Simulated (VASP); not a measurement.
Runs of VASP 6.6.1 on SnC3. The structure is that of space group P-4m2 (No. 115), or close to it. The cells are those of the table. 

```csv
level,cell,smearing,gap on the mesh (eV),pressure (GPa),largest force (eV/Å)
PBE,"a = 2.979, b = 2.979, c = 4.644 Å, angles 90.0, 90.0, 90.5°, 4 atoms",fermi-dirac 0.02 eV,(b),2.7,0.34
PBE,"a = 3.098, b = 3.098, c = 4.555 Å, 4 atoms",fermi-dirac 0.02 eV,0.34,-6.1,0.33
r2SCAN,"a = 2.979, b = 2.979, c = 4.644 Å, angles 90.0, 90.0, 90.5°, 4 atoms",gaussian 0.01 eV,0.37,(a),0.01
r2SCAN,"a = 3.098, b = 3.098, c = 4.555 Å, 4 atoms",gaussian 0.01 eV,(c),-8.3,0.01
```

Alike in all rows: task single point; potentials or basis VASP PAW PBE potentials, release 64 (C, Sn_d); no spin polarisation; k mesh 8 × 8 × 6; cutoff (eV) 520.

Task: Estimate the missing entries.

Result: (a) 0.4; (b) 0.31; (c) 0.38.

Caveats: spin-orbit coupling is left out, which moves the levels of the heavy elements; the PAW data sets were made with another functional, which shifts forces and pressure a little (some runs).

A k mesh can miss the band edges, and the runs leave out spin-orbit coupling on Sn.
